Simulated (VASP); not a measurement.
Set up this calculation in VASP 6.6.1, as the native input.

```yaml
Task: single point
Functional: PBE
Potentials_or_basis: VASP PAW PBE potentials, release 64 (B, P)
Cutoff: 520 eV
k_mesh: 6 × 6 × 6
Occupations: fermi-dirac, width 0.5 eV
Spin: no spin polarisation
Dipole_correction: no
Further_INCAR_settings: ALGO = Normal; EDIFF = 1e-07; NBANDS = 11
```

The structure of BP lies in POSCAR:

```
BP
1.0
    2.7080526412      0.0000000000      0.0000000000
    0.0000000000      2.7080526412      0.0000000000
    0.0000000000      0.0000000000      2.7080526412
B P
1 1
Direct
    0.0000000000      0.0000000000      0.0000000000
    0.5000000000      0.5000000000      0.5000000000
```

These files were run (other wordings do the same):

INCAR

```
PREC = Accurate
ENCUT = 520
EDIFF = 1E-7
ISMEAR = -1
SIGMA = 0.5
LREAL = F
LASPH = T
NELM = 60
ALGO = Normal
ISIF = 2
LWAVE = F
LCHARG = T
GGA = PE
LELF = T
LVHAR = T
NBANDS = 11
```

KPOINTS

```
regular mesh
0
Gamma
  6 6 6
```

Potentials or basis: VASP PAW PBE potentials, release 64 (B, P).

Launch:

```sh
$ cat potpaw_PBE.64/B/POTCAR potpaw_PBE.64/P/POTCAR > POTCAR
$ mpirun -np 1 vasp_std > vasp.out
```

Results of the run:

```yaml
Pressure: 3.7 GPa
Band_gap_on_the_k_mesh: zero (band 4 reaches 13.10 eV, above the bottom of band 5 at 7.08 eV)
```

Caveat: the k points lie up to 0.39 Å⁻¹ apart.

It took 2.5 s on 1 thread of Intel Xeon 6975P-C, with other jobs on the host, peak memory 0.12 GiB.
